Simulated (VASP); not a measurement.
# CaZn5 (P6/mmm) in VASP: a series of runs, part 2 of 2

VASP 6.6.1. The steps go on from the part before.

### Step 3. Single point, LDA

The input, INCAR:

```
SYSTEM = CaZn5
PREC = Accurate
ENCUT = 500
EDIFF = 1E-6
ISMEAR = 1
SIGMA = 0.15
LREAL = .False.
LASPH = .True.
NELM = 120
ALGO = Normal
ISIF = 2
LWAVE = .False.
LCHARG = .False.
NBANDS = 44
GGA_COMPAT = .False.
```

The input, KPOINTS:

```
regular mesh
0
Gamma
  3 3 3
  0 0 0
```

The input, POSCAR:

```
CaZn5
1.0
    5.3070200000      0.0000000000      0.0000000000
   -2.6535100000      4.5960100000      0.0000000000
    0.0000000000      0.0000000000      4.1944500000
Ca Zn
1 5
Direct
    0.0000000000      0.0000000000      0.0000000000
    0.5000000000      0.0000000000      0.5000000000
    0.5000000000      0.5000000000      0.5000000000
    0.0000000000      0.5000000000      0.5000000000
    0.3333333333      0.6666666667      0.0000000000
    0.6666666667      0.3333333333      0.0000000000
```

Potentials or basis: VASP PAW LDA potentials, release 64 (Ca_sv, Zn).

Launch:

```
$ cat potpaw_LDA.64/Ca_sv/POTCAR potpaw_LDA.64/Zn/POTCAR > POTCAR
$ mpirun -np 1 vasp_std > vasp.out
```

OUTCAR:

```text
SYSTEM = CaZn5
   PREC = Accurate
   ENCUT = 500
   EDIFF = 1E-6
   ISMEAR = 1
   LREAL = .False.
   LASPH = .True.
   NELM = 120
   ISIF = 2

 ion  position               nearest neighbor table
   1  0.000  0.000  0.000-   5 3.06   6 3.06   6 3.06   5 3.06   6 3.06   5 3.06
   2  0.500  0.000  0.500-   5 2.60   6 2.60   5 2.60   6 2.60   3 2.65   4 2.65   3 2.65   4 2.65

   3  0.500  0.500  0.500-   5 2.60   6 2.60   5 2.60   6 2.60   2 2.65   2 2.65   4 2.65   4 2.65

   4  0.000  0.500  0.500-   5 2.60   6 2.60   5 2.60   6 2.60   2 2.65   2 2.65   3 2.65   3 2.65

   5  0.333  0.667  0.000-   2 2.60   2 2.60   4 2.60   4 2.60   3 2.60   3 2.60   1 3.06   1 3.06
                             1 3.06
   6  0.667  0.333  0.000-   2 2.60   2 2.60   4 2.60   4 2.60   3 2.60   3 2.60   1 3.06   1 3.06
                             1 3.06

  LATTYP: Found a hexagonal cell.
 ALAT       =     5.3070200000
 C/A-ratio  =     0.7903588078

  Lattice vectors:

 A1 = (   5.3070200000,   0.0000000000,   0.0000000000)
 A2 = (  -2.6535100000,   4.5960100000,   0.0000000000)
 A3 = (   0.0000000000,   0.0000000000,   4.1944500000)

Analysis of symmetry for initial positions (statically):
=====================================================================
 Subroutine PRICEL returns:
 Original cell was already a primitive cell.

 Routine SETGRP: Setting up the symmetry group for a
 hexagonal supercell.

 Subroutine GETGRP returns: Found 24 space group operations
 (whereof 24 operations were pure point group operations)
 out of a pool of 24 trial point group operations.

The static configuration has the point symmetry D_6h.

Analysis of symmetry for dynamics (positions and initial velocities):
=====================================================================
 Subroutine PRICEL returns:
 Original cell was already a primitive cell.

[... 117 lines left out ...]
  volume/ion in A,a.u.               =      17.05       115.07
  Fermi-wavevector in a.u.,A,eV,Ry     =   1.442576  2.726073 28.314059  2.081025
  Thomas-Fermi vector in A             =   2.561080
   LORBIT       =      0    0 simple, 1 ext, 2 COOP (PROOUT), +10 PAW based schemes
   GGA     = CA    functional components
   LHFCALC =     F    Hartree Fock is set to
   AEXX    =    0.0000 exact exchange contribution
   IVDW    =     0    specifies the selected vdW correction
   LEPSILON=     F    determine dielectric tensor
   LRPA    =     F    only Hartree local field effects (RPA)
 non-spin polarized calculation
 Methfessel and Paxton  Order N= 1 SIGMA  =   0.15
  energy-cutoff  :      500.00
  volume of cell :      102.31
 maximum number of plane-waves:      2604
 NGX is ok and might be reduce to    40
   NGX = 19   NGY = 19   NGZ = 15

 number of electron      69.9999986 magnetization

 Free energy of the ion-electron system (eV)
  ---------------------------------------------------
  ext. energy  EPLUGINS =         0.00000000
  ---------------------------------------------------
  free energy    TOTEN  =       -13.08481317 eV

  energy without entropy =      -13.07388300  energy(sigma->0) =      -13.08116978

 E-fermi :   3.1562     XC(G=0): -11.2714

 val. band max:        3.1230499103   @ k =   0.3333   0.0000   0.3333
 cond. band min:       3.3553728143   @ k =   0.3333   0.3333   0.0000
 fundamental gap:      0.2323229040
 Fermi energy:         3.1561863142

 k-point     1 :       0.0000    0.0000    0.0000
  band No.  band energies     occupation
      1     -37.3985      2.00000
      2     -18.7761      2.00000
      3     -18.7760      2.00000
      4     -18.6796      2.00000
      5      -6.9635      2.00000
      6      -5.5031      2.00000
[... 271 lines left out ...]
     43       8.3442      0.00000
     44       9.6395      0.00000

------------------------ aborting loop because EDIFF is reached ----------------------------------------

  FORCE on cell =-STRESS in cart. coord.  units (eV):
  Direction    XX          YY          ZZ          XY          YZ          ZX
  --------------------------------------------------------------------------------------
  -------------------------------------------------------------------------------------
  Total       -3.0428553     -3.0428498     -3.3296718      0.0000000      0.0000000      0.0000000
  in kB      -47.6524433    -47.6523575    -52.1441149      0.0000000      0.0000000      0.0000000
  external PRESSURE =     -49.1496386 kB  Pullay stress =       0.0000000 kB

 VOLUME and BASIS-vectors are now :
 -----------------------------------------------------------------------------
  energy-cutoff  :      500.00
  volume of cell :      102.31
      direct lattice vectors                 reciprocal lattice vectors
     5.307020000  0.000000000  0.000000000     0.188429665  0.108790016  0.000000000
    -2.653510000  4.596010000  0.000000000     0.000000000  0.217580031  0.000000000
     0.000000000  0.000000000  4.194450000     0.000000000  0.000000000  0.238410280

 POSITION                                       TOTAL-FORCE (eV/Angst)
 -----------------------------------------------------------------------------------
      0.00000      0.00000      0.00000         0.000000      0.000000      0.000000
      2.65351      0.00000      2.09722         0.000000      0.000000      0.000000
      1.32675      2.29800      2.09722         0.000000      0.000000      0.000000
     -1.32675      2.29800      2.09722         0.000000      0.000000      0.000000
     -0.00000      3.06401      0.00000         0.000000      0.000000     -0.000000
      2.65351      1.53200      0.00000        -0.000000     -0.000000      0.000000
 -----------------------------------------------------------------------------------
    total drift:                               -0.000000     -0.000000     -0.000000

  FREE ENERGIE OF THE ION-ELECTRON SYSTEM (eV)
  ---------------------------------------------------
  free  energy   TOTEN  =       -13.0848131689 eV

  energy  without entropy=      -13.0738830000  energy(sigma->0) =      -13.08116978
```

stdout:

```text
POSCAR found type information on POSCAR CaZn
 POSCAR found :  2 types and       6 ions
 scaLAPACK will be used
 LDA part: xc-table for (Slater(with rela. corr.)+CA(PZ))
 , standard interpolation
 POSCAR, INCAR and KPOINTS ok, starting setup
 FFT: planning ... GRIDC
 FFT: planning ... GRID_SOFT
 FFT: planning ... GRID
 WAVECAR not read
 entering main loop
```

Run time: 49 s. Hardware: 1 thread of Intel Xeon 8259CL, shared host; peak memory 0.19 GiB.

Results:

| Quantity | Value |
| --- | --- |
| Free energy | -13.0848 eV |
| Pressure | -4.9 GPa |
| Band gap on the k mesh | zero (bands 35 and 36 overlap by 1.13 eV) |

Stress tensor (GPa, compression positive):
```
-4.77  0.00  0.00
 0.00 -4.77  0.00
 0.00  0.00 -5.21
```

Levels at points of the mesh, in eV from the Fermi level:
```csv
k point,band 31,band 32,band 33,band 34,band 35,band 36,band 37,band 38,band 39,band 40
"(0.00, 0.00, 0.00)",-3.85,-2.58,-2.58,-1.55,-0.65,-0.65,-0.20,2.82,3.40,3.40
```

Caveat: the k points lie up to 0.50 Å⁻¹ apart, too coarse for converged energies and pressures of a metal.

### Step 4. Single point, LDA

The input, INCAR:

```
SYSTEM = CaZn5
PREC     = Accurate       ! precision mode
ENCUT    = 500            ! plane-wave cutoff, eV
EDIFF    = 1E-6           ! SCF threshold, eV
ISMEAR   = 1              ! smearing method
SIGMA    = 0.15           ! smearing width, eV
LREAL    = .False.        ! projectors in reciprocal space
LASPH    = .True.         ! aspherical terms in the spheres
NELM     = 120            ! most SCF steps
ALGO     = Normal         ! electronic algorithm
ISIF     = 2              ! what is computed and relaxed
LWAVE    = .False.        ! write WAVECAR
LCHARG   = .False.        ! write CHGCAR
GGA      = CA             ! functional
NBANDS   = 44             ! bands
GGA_COMPAT= .False.
```

KPOINTS is that of step 3.

POSCAR is that of step 3.

Launch:

```
$ cat potpaw_LDA.64/Ca_sv/POTCAR potpaw_LDA.64/Zn/POTCAR > POTCAR
$ mpirun -np 1 vasp_std > vasp.out
```

Wall time 53 s (1 thread of Intel Xeon 8259CL, shared host); peak memory 0.19 GiB.

Results (log left out):

| Quantity | Value |
| --- | --- |
| Free energy | -13.0848 eV |
| Pressure | -4.9 GPa |
| Band gap on the k mesh | zero (bands 35 and 36 overlap by 1.13 eV) |

Stress tensor (GPa, compression positive):
```
-4.77  0.00  0.00
 0.00 -4.77  0.00
 0.00  0.00 -5.21
```

Levels at points of the mesh, in eV from the Fermi level:
```csv
k point,band 31,band 32,band 33,band 34,band 35,band 36,band 37,band 38,band 39,band 40
"(0.00, 0.00, 0.00)",-3.85,-2.58,-2.58,-1.55,-0.65,-0.65,-0.20,2.82,3.40,3.40
```

Caveat: the k points lie up to 0.50 Å⁻¹ apart, too coarse for converged energies and pressures of a metal.

### Step 5. Single point, LDA

The input, INCAR:

```
SYSTEM = CaZn5
  PREC = Accurate
  ENCUT = 500
  EDIFF = 1E-6
  ISMEAR = 1
  SIGMA = 0.15
  LREAL = .FALSE.
  LASPH = .TRUE.
  NELM = 120
  ALGO = Normal
  ISIF = 2
  LWAVE = .FALSE.
  LCHARG = .FALSE.
  NBANDS = 44
  GGA_COMPAT = .FALSE.
```

The input, KPOINTS:

```
Automatic mesh
0
G
  4 4 4
  0 0 0
```

POSCAR is that of step 4.

Launch:

```
$ cat potpaw_LDA.64/Ca_sv/POTCAR potpaw_LDA.64/Zn/POTCAR > POTCAR
$ mpirun -np 1 vasp_std > vasp.out
```

It took 92 s on 1 thread of Intel Xeon 8259CL, shared host; peak memory 0.2 GiB.

Results (log left out):

- Free energy: -12.9862 eV
- Pressure: -4.6 GPa
- Band gap on the k mesh: zero (bands 35 and 36 overlap by 2.05 eV)

Stress tensor (GPa, compression positive):
```
-5.04  0.00  0.00
 0.00 -5.04  0.00
 0.00  0.00 -3.74
```

Levels at points of the mesh, in eV from the Fermi level:
```tsv
k point	band 31	band 32	band 33	band 34	band 35	band 36	band 37	band 38	band 39	band 40
(0.00, 0.00, 0.00)	-3.68	-2.46	-2.46	-1.40	-0.56	-0.56	-0.11	2.89	3.43	3.43
(0.50, 0.00, 0.00)	-6.91	-3.25	-2.53	-0.43	1.21	1.58	1.60	1.93	2.93	3.10
(0.00, 0.00, 0.50)	-6.98	-2.53	-1.37	-1.37	-0.31	-0.31	0.06	0.59	0.59	3.38
(0.50, 0.00, 0.50)	-5.32	-5.16	-4.41	-1.43	-1.13	-0.84	0.87	2.50	3.61	4.18
```

Caveat: the k points lie up to 0.37 Å⁻¹ apart, too coarse for converged energies and pressures of a metal.

### Step 6. Single point, LDA

The input, INCAR:

```
ALGO = Normal
EDIFF = 1E-6
ENCUT = 500
GGA_COMPAT = False
ISIF = 2
ISMEAR = 1
LASPH = True
LCHARG = True
LELF = True
LREAL = False
LVHAR = True
LWAVE = False
NBANDS = 44
NELM = 120
PREC = Accurate
SIGMA = 0.15
```

The input, KPOINTS:

```
k-points
0
Gamma
  5 5 5
```

POSCAR is that of step 5.

Potentials or basis: VASP PAW LDA potentials, release 64 (Ca_sv, Zn).

Launch:

```
$ cat potpaw_LDA.64/Ca_sv/POTCAR potpaw_LDA.64/Zn/POTCAR > POTCAR
$ mpirun -np 1 vasp_std > vasp.out
```

Wall time 2 min (1 thread of Intel Xeon 8259CL, shared host); peak memory 0.21 GiB.

It converged, with:

```yaml
Free_energy: -13.0096 eV
Pressure: -4.2 GPa
Band_gap_on_the_k_mesh: zero (bands 35 and 36 overlap by 1.50 eV)
```

Stress tensor (GPa, compression positive):
```
-3.80  0.00  0.00
 0.00 -3.80  0.00
 0.00  0.00 -5.01
```

Levels at points of the mesh, in eV from the Fermi level:
```csv
k point,band 32,band 33,band 34,band 35,band 36,band 37,band 38,band 39
"(0.00, 0.00, 0.00)",-2.16,-2.16,-1.11,-0.27,-0.27,0.17,3.17,3.68
```

Caveat: the cell stands under tension.

### Step 7. The runs side by side

```tsv
k mesh	gap on the mesh (eV)	pressure (GPa)
2 × 2 × 2	none	-6.1
3 × 3 × 3	none	-4.9
4 × 4 × 4	none	-4.6
5 × 5 × 5	none	-4.2
```

Alike in all rows: task single point; level LDA; potentials or basis VASP PAW LDA potentials, release 64 (Ca_sv, Zn); no spin polarisation; cell as given; cutoff (eV) 500; smearing methfessel-paxton 0.15 eV.

Caveats: some runs use coarse meshes; the cell stands under tension (at least some runs).

Absolute energies hang on the potentials; compare differences alone.

The gap in the log of VASP goes by the Fermi energy; the results here count the filled bands.